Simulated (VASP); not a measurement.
# Hf (Im-3m) in VASP: further runs

The runs below take Hf through single point, with BLYP.

Everything below comes from runs of VASP 6.6.1. Logs are shortened: lines on timing, memory, paths and dates and some standing lists are left out, and cuts for length are marked.

**1. The cell of the first run**

It takes space group Im-3m (No. 229, cubic). Conventional cell: a = 3.578 Å, b = 3.578 Å, c = 3.578 Å, α = 90.00°, β = 90.00°, γ = 90.00°. Hf (site symmetry m-3m) has 14 Hf at 3.10 to 3.58 Å within 4.1 Å.

**2. Single point, BLYP**

File INCAR:

```
SYSTEM = Hf
  AGGAC = 1.0
  AGGAX = 1.0
  ALDAC = 0.0
  ALDAX = 1.0
  ALGO = Normal
  EDIFF = 1E-6
  ENCUT = 520
  GGA = B5
  ISIF = 2
  ISMEAR = -1
  LASPH = .True.
  LCHARG = .False.
  LREAL = .False.
  LWAVE = .False.
  NBANDS = 11
  NELM = 80
  PREC = Accurate
  SIGMA = 0.1
```

File KPOINTS:

```
k-points
0
Gamma
  12 12 12
  0 0 0
```

File POSCAR:

```
Hf
1.0
   -1.7889954254      1.7889954254      1.7889954254
    1.7889954254     -1.7889954254      1.7889954254
    1.7889954254      1.7889954254     -1.7889954254
Hf
1
Direct
    0.0000000000      0.0000000000      0.0000000000
```

Potentials or basis: VASP PAW PBE potentials, release 64 (Hf_pv).

Command:

```
cat potpaw_PBE.64/Hf_pv/POTCAR > POTCAR
mpirun -np 1 vasp_std > vasp.out
```

OUTCAR:

```text
SYSTEM = Hf
   EDIFF = 1E-6
   ENCUT = 520
   GGA = B5
   ISIF = 2
   ISMEAR = -1
   LASPH = .True.
   LREAL = .False.
   NELM = 80
   PREC = Accurate

 ion  position               nearest neighbor table
   1  0.000  0.000  0.000-

  LATTYP: Found a body centered cubic cell.
 ALAT       =     3.5779908508

  Lattice vectors:

 A1 = (  -1.7889954254,   1.7889954254,   1.7889954254)
 A2 = (   1.7889954254,  -1.7889954254,   1.7889954254)
 A3 = (   1.7889954254,   1.7889954254,  -1.7889954254)

Analysis of symmetry for initial positions (statically):
=====================================================================
 Subroutine PRICEL returns:
 Original cell was already a primitive cell.

 Routine SETGRP: Setting up the symmetry group for a
 body centered cubic supercell.

 Subroutine GETGRP returns: Found 48 space group operations
 (whereof 48 operations were pure point group operations)
 out of a pool of 48 trial point group operations.

The static configuration has the point symmetry O_h .

Analysis of symmetry for dynamics (positions and initial velocities):
=====================================================================
 Subroutine PRICEL returns:
 Original cell was already a primitive cell.

 Routine SETGRP: Setting up the symmetry group for a
 body centered cubic supercell.

 Subroutine GETGRP returns: Found 48 space group operations
 (whereof 48 operations were pure point group operations)
 out of a pool of 48 trial point group operations.

The dynamic configuration has the point symmetry O_h .

 Subroutine INISYM returns: Found 48 space group operations
 (whereof 48 operations are pure point group operations),
 and found     1 'primitive' translations

----------------------------------------------------------------------------------------

                                     Primitive cell

  volume of cell :      22.9028

  direct lattice vectors                    reciprocal lattice vectors
    -1.788995425  1.788995425  1.788995425     0.000000000  0.279486461  0.279486461
     1.788995425 -1.788995425  1.788995425     0.279486461  0.000000000  0.279486461
     1.788995425  1.788995425 -1.788995425     0.279486461  0.279486461  0.000000000

  length of vectors
     3.098630971  3.098630971  3.098630971     0.395253543  0.395253543  0.395253543

  position of ions in fractional coordinates (direct lattice)
     0.000000000  0.000000000  0.000000000

  ion indices of the primitive-cell ions
   primitive index   ion index
                 1           1

----------------------------------------------------------------------------------------

 KPOINTS: k-points

Automatic generation of k-mesh.
 Grid dimensions read from file:
 generate k-points for:   12   12   12

 Generating k-lattice:

  Cartesian coordinates                     Fractional coordinates (reciprocal lattice)
     0.000000000  0.023290538  0.023290538     0.083333333  0.000000000  0.000000000
     0.023290538  0.000000000  0.023290538     0.000000000  0.083333333  0.000000000
     0.023290538  0.023290538  0.000000000     0.000000000  0.000000000  0.083333333

  Length of vectors
     0.032937795  0.032937795  0.032937795

  Shift w.r.t. Gamma in fractional coordinates (k-lattice)
     0.000000000  0.000000000  0.000000000

 Subroutine IBZKPT returns following result:
 ===========================================

 Found     72 irreducible k-points:

 Following reciprocal coordinates:
            Coordinates               Weight
  0.000000  0.000000  0.000000      1.000000
  0.083333  0.000000  0.000000     12.000000
  0.166667  0.000000  0.000000     12.000000
  0.250000  0.000000  0.000000     12.000000
  0.333333  0.000000  0.000000     12.000000
  0.416667  0.000000  0.000000     12.000000
[... 16 lines left out ...]
  0.333333  0.083333  0.083333     24.000000
  0.416667  0.083333  0.083333     12.000000
 [... further k-points ...]
   k-points           NKPTS =     72   k-points in BZ     NKDIM =     72   number of bands    NBANDS=     11
   number of dos      NEDOS =    301   number of ions     NIONS =      1
   total plane-waves  NPLWV =  13824
   dimension x,y,z NGX =    24 NGY =   24 NGZ =   24
   dimension x,y,z NGXF=    48 NGYF=   48 NGZF=   48
   ions per type =               1
   NGX,Y,Z   is equivalent  to a cutoff of  12.88, 12.88, 12.88 a.u.
   NGXF,Y,Z  is equivalent  to a cutoff of  25.75, 25.75, 25.75 a.u.
 SYSTEM =  Hf
   PREC   = accura    normal or accurate (medium, high low for compatibility)
   ISTART =      0    job   : 0-new  1-cont  2-samecut
   ICHARG =      2    charge: 1-file 2-atom 10-const
   ISPIN  =      1    spin polarized calculation?
   LNONCOLLINEAR =      F non collinear calculations
   LSORBIT =      F    spin-orbit coupling
   LASPH  =      T    aspherical Exc in radial PAW
   ENCUT  =  520.0 eV  38.22 Ry    6.18 a.u.   5.76  5.76  5.76*2*pi/ulx,y,z
   NELM   =     80;   NELMIN=  2; NELMDL= -5     # of ELM steps
   EDIFF  = 0.1E-05   stopping-criterion for ELM
   LREAL  =      F    real-space projection
   EDIFFG = 0.1E-04   stopping-criterion for IOM
   NSW    =      0    number of steps for IOM
   IBRION =     -1    ionic relax: 0-MD 1-quasi-New 2-CG
   NFREE  =      0    steps in history (QN), initial steepest desc. (CG)
   ISIF   =      2    stress and relaxation
   ISYM   =      2    0-nonsym 1-usesym 2-fastsym
   POTIM  = 0.5000    time-step for ionic-motion
   TEBEG  =    0.0;   TEEND  =   0.0 temperature during run
   PSTRESS=    0.0 pullay stress
   NELECT =      10.0000    total number of electrons
   NUPDOWN=      -1.0000    fix difference up-down
   EMIN   =  10.00;   EMAX   =-10.00  energy-range for DOS
   EFERMI =   0.00;   METHOD = LEGACY
   ISMEAR =    -1;   SIGMA  =   0.10  broadening in eV -4-tet -1-fermi 0-gaus
   EFERMI_NEDOS =   21; number of points for ismear=-14 and -15
   IALGO  =     38    algorithm
   IMIX   =      4    mixing-type and parameters
     AMIX     =   0.40;   BMIX     =  1.00
     AMIX_MAG =   1.60;   BMIX_MAG =  1.00
  volume/ion in A,a.u.               =      22.90       154.56
  Fermi-wavevector in a.u.,A,eV,Ry     =   1.241973  2.346989 20.986956  1.542498
  Thomas-Fermi vector in A             =   2.376348
   LORBIT       =      0    0 simple, 1 ext, 2 COOP (PROOUT), +10 PAW based schemes
   GGA     = B5    functional components
   LHFCALC =     F    Hartree Fock is set to
   AEXX    =    0.0000 exact exchange contribution
   IVDW    =     0    specifies the selected vdW correction
   LEPSILON=     F    determine dielectric tensor
   LRPA    =     F    only Hartree local field effects (RPA)
 non-spin polarized calculation
  energy-cutoff  :      520.00
  volume of cell :       22.90
 maximum number of plane-waves:       632
   NGX = 11   NGY = 11   NGZ = 11

 number of electron      10.0000003 magnetization

 Free energy of the ion-electron system (eV)
  ---------------------------------------------------
  ext. energy  EPLUGINS =         0.00000000
  ---------------------------------------------------
  free energy    TOTEN  =        -8.47910129 eV

  energy without entropy =       -8.41419540  energy(sigma->0) =       -8.44664834

 E-fermi :   4.9468     XC(G=0): -10.5988

 val. band max:        4.9357880772   @ k =   0.2500   0.2500   0.0000
 cond. band min:       4.9809981638   @ k =  -0.2500   0.3333   0.0833
 fundamental gap:      0.0452100866
 Fermi energy:         4.9467659109

 k-point     1 :       0.0000    0.0000    0.0000
  band No.  band energies     occupation
      1     -24.8897      2.00000
      2     -24.8897      2.00000
      3     -24.8897      2.00000
      4      -1.8839      2.00000
      5       6.3367      0.00000
      6       6.3367      0.00000
      7       6.3367      0.00000
      8       9.0333      0.00000
      9       9.0333      0.00000
     10      17.4530      0.00000
     11      18.2879      0.00000

 k-point     2 :       0.0833    0.0000    0.0000
  band No.  band energies     occupation
      1     -24.9446      2.00000
      2     -24.9070      2.00000
      3     -24.8899      2.00000
      4      -1.6338      2.00000
      5       6.1691      0.00001
      6       6.2710      0.00000
      7       6.5815      0.00000
      8       8.7805      0.00000
      9       9.0336      0.00000
     10      17.4525      0.00000
     11      18.5113      0.00000

 k-point     3 :       0.1667    0.0000    0.0000
  band No.  band energies     occupation
      1     -25.0918      2.00000
      2     -24.9538      2.00000
      3     -24.8904      2.00000
      4      -0.9304      2.00000
      5       5.7507      0.00065
      6       5.9640      0.00008
      7       7.3007      0.00000
      8       8.4692      0.00000
      9       9.0645      0.00000
     10      17.4502      0.00000
     11      18.8525      0.00000

 k-point     4 :       0.2500    0.0000    0.0000
  band No.  band energies     occupation
      1     -25.2868      2.00000
      2     -25.0171      2.00000
      3     -24.8911      2.00000
      4       0.0675      2.00000
      5       5.2508      0.09126
      6       5.4693      0.01070
      7       8.4442      0.00000
      8       8.5428      0.00000
      9       9.1818      0.00000
     10      17.4406      0.00000
     11      18.2917      0.00000
[... 239 lines left out ...]
 k-point    22 :       0.2500    0.0833    0.0833
  band No.  band energies     occupation
      1     -25.4806      2.00000
      2     -25.0829      2.00000
      3     -24.9385      2.00000
      4       1.4978      2.00000
      5       4.6260      1.92224
      6       4.8588      1.41362
      7       8.9669      0.00000
      8       9.4808      0.00000
      9      10.7775      0.00000
     10      16.4721      0.00000
     11      17.4961      0.00000

 k-point    23 :       0.3333    0.0833    0.0833
  band No.  band energies     occupation
      1     -25.5734      2.00000
      2     -25.1495      2.00000
      3     -24.9420      2.00000
      4       2.0662      2.00000
      5       4.3856      1.99272
      6       5.2810      0.06829
      7       9.0992      0.00000
      8       9.7228      0.00000
      9      12.1740      0.00000
     10      14.4443      0.00000
     11      16.4492      0.00000

 k-point    24 :       0.4167    0.0833    0.0833
  band No.  band energies     occupation
      1     -25.6060      2.00000
      2     -25.1746      2.00000
      3     -24.9432      2.00000
      4       2.1847      2.00000
      5       4.3041      1.99677
      6       5.7097      0.00097
      7       9.0670      0.00000
      8       9.8243      0.00000
      9      12.8649      0.00000
     10      13.6013      0.00000
     11      16.0649      0.00000

 [... further k-points ...]

------------------------ aborting loop because EDIFF is reached ----------------------------------------

  FORCE on cell =-STRESS in cart. coord.  units (eV):
  Direction    XX          YY          ZZ          XY          YZ          ZX
  --------------------------------------------------------------------------------------
  -------------------------------------------------------------------------------------
  Total        0.0065091      0.0065091      0.0065091      0.0000000      0.0000000      0.0000000
  in kB        0.4553462      0.4553462      0.4553462      0.0000000      0.0000000      0.0000000
  external PRESSURE =       0.4553462 kB  Pullay stress =       0.0000000 kB

 VOLUME and BASIS-vectors are now :
 -----------------------------------------------------------------------------
  energy-cutoff  :      520.00
  volume of cell :       22.90
      direct lattice vectors                 reciprocal lattice vectors
    -1.788995425  1.788995425  1.788995425     0.000000000  0.279486461  0.279486461
     1.788995425 -1.788995425  1.788995425     0.279486461  0.000000000  0.279486461
     1.788995425  1.788995425 -1.788995425     0.279486461  0.279486461  0.000000000

 POSITION                                       TOTAL-FORCE (eV/Angst)
 -----------------------------------------------------------------------------------
      0.00000      0.00000      0.00000         0.000000      0.000000      0.000000
 -----------------------------------------------------------------------------------
    total drift:                                0.000000      0.000000      0.000000

  FREE ENERGIE OF THE ION-ELECTRON SYSTEM (eV)
  ---------------------------------------------------
  free  energy   TOTEN  =        -8.4791012883 eV

  energy  without entropy=       -8.4141953969  energy(sigma->0) =       -8.44664834
```

Wall time 21 s (1 thread of Intel Xeon 8259CL, shared host); peak memory 0.15 GiB.

What came out:

```yaml
Free_energy: -8.4791 eV
Pressure: 0.0 GPa
Band_gap_on_the_k_mesh: zero (band 5 reaches 6.34 eV, above the bottom of band 6 at 4.34 eV)
```

Levels at points of the mesh, in eV from the Fermi level:
```tsv
k point	band 2	band 3	band 4	band 5	band 6	band 7	band 8	band 9
(0.00, 0.00, 0.00)	-29.84	-29.84	-6.83	1.39	1.39	1.39	4.09	4.09
(0.50, 0.00, 0.00)	-30.09	-29.84	-3.27	-0.53	1.19	3.90	4.84	7.21
(0.50, 0.50, 0.50)	-30.38	-30.38	-2.48	-2.48	6.43	6.43	6.43	7.22
```

Caveat: the PAW data sets were made with another functional, which shifts forces and pressure a little; spin-orbit coupling is left out, which moves the levels of the heavy elements.

**3. Single point, BLYP (volume scaled by 0.88)**

Edit INCAR of step 2 so:

```diff
@@ -16,3 +16,3 @@
   NBANDS = 11
-  NELM = 80
+  NELM = 60
   PREC = Accurate
```

File KPOINTS:

```
k-points
0
Gamma
  14 14 14
  0 0 0
```

File POSCAR:

```
Hf
1.0
   -1.7143656411      1.7143656411      1.7143656411
    1.7143656411     -1.7143656411      1.7143656411
    1.7143656411      1.7143656411     -1.7143656411
Hf
1
Direct
    0.0000000000      0.0000000000      0.0000000000
```

Potentials or basis: VASP PAW PBE potentials, release 64 (Hf_pv).

Command:

```
cat potpaw_PBE.64/Hf_pv/POTCAR > POTCAR
mpirun -np 1 vasp_std > vasp.out
```

OUTCAR:

```text
SYSTEM = Hf
   EDIFF = 1E-6
   ENCUT = 520
   GGA = B5
   ISIF = 2
   ISMEAR = -1
   LASPH = .True.
   LREAL = .False.
   NELM = 60
   PREC = Accurate

 ion  position               nearest neighbor table
   1  0.000  0.000  0.000-

  LATTYP: Found a body centered cubic cell.
 ALAT       =     3.4287312822

  Lattice vectors:

 A1 = (  -1.7143656411,   1.7143656411,   1.7143656411)
 A2 = (   1.7143656411,  -1.7143656411,   1.7143656411)
[... 515 lines left out ...]
     11      18.5716      0.00000

 [... further k-points ...]

------------------------ aborting loop because EDIFF is reached ----------------------------------------

  FORCE on cell =-STRESS in cart. coord.  units (eV):
  Direction    XX          YY          ZZ          XY          YZ          ZX
  --------------------------------------------------------------------------------------
  -------------------------------------------------------------------------------------
  Total        1.9403093      1.9403093      1.9403093     -0.0000000      0.0000000     -0.0000000
  in kB      154.2450348    154.2450348    154.2450348     -0.0000000      0.0000000     -0.0000000
  external PRESSURE =     154.2450348 kB  Pullay stress =       0.0000000 kB

 VOLUME and BASIS-vectors are now :
 -----------------------------------------------------------------------------
  energy-cutoff  :      520.00
  volume of cell :       20.15
      direct lattice vectors                 reciprocal lattice vectors
    -1.714365641  1.714365641  1.714365641     0.000000000  0.291653069  0.291653069
     1.714365641 -1.714365641  1.714365641     0.291653069  0.000000000  0.291653069
     1.714365641  1.714365641 -1.714365641     0.291653069  0.291653069  0.000000000

 POSITION                                       TOTAL-FORCE (eV/Angst)
 -----------------------------------------------------------------------------------
      0.00000      0.00000      0.00000         0.000000     -0.000000     -0.000000
 -----------------------------------------------------------------------------------
    total drift:                               -0.000000      0.000000      0.000000

  FREE ENERGIE OF THE ION-ELECTRON SYSTEM (eV)
  ---------------------------------------------------
  free  energy   TOTEN  =        -8.3570043841 eV

  energy  without entropy=       -8.3043550422  energy(sigma->0) =       -8.33067971
```

OSZICAR:

```text
N       E                     dE             d eps       ncg     rms          rms(c)
DAV:   1     0.155444981219E+02    0.15544E+02   -0.57278E+03  2288   0.851E+02
DAV:   2    -0.816560201652E+01   -0.23710E+02   -0.22869E+02  2878   0.159E+02
DAV:   3    -0.861155260759E+01   -0.44595E+00   -0.43857E+00  2809   0.151E+01
DAV:   4    -0.861312861227E+01   -0.15760E-02   -0.15758E-02  2589   0.108E+00
DAV:   5    -0.861313656493E+01   -0.79527E-05   -0.79519E-05  2791   0.671E-02    0.439E+01
DAV:   6    -0.842051427207E+01    0.19262E+00   -0.16533E-01  2555   0.310E+00    0.258E+01
DAV:   7    -0.835966814761E+01    0.60846E-01   -0.23978E-01  2648   0.364E+00    0.125E+00
DAV:   8    -0.835695037382E+01    0.27178E-02   -0.15722E-02  2543   0.899E-01    0.605E-02
DAV:   9    -0.835699436373E+01   -0.43990E-04   -0.27234E-04  2774   0.129E-01    0.329E-02
DAV:  10    -0.835700444372E+01   -0.10080E-04   -0.27090E-05  2555   0.456E-02    0.155E-02
DAV:  11    -0.835700438405E+01    0.59664E-07   -0.18721E-06  2620   0.103E-02
   1 F= -.83570044E+01 E0= -.83306797E+01  d E =-.526493E-01
```

Run time: 35 s. Hardware: 1 thread of Intel Xeon 8259CL, shared host; peak memory 0.15 GiB.

Results:

```
Free energy            : -8.3570 eV
Pressure               : 15.4 GPa
Band gap on the k mesh : zero (band 5 reaches 7.33 eV, above the bottom of band 6 at 5.09 eV)
```

Caveat: the PAW data sets were made with another functional, which shifts forces and pressure a little; spin-orbit coupling is left out, which moves the levels of the heavy elements.

[end of part 1 of 2]
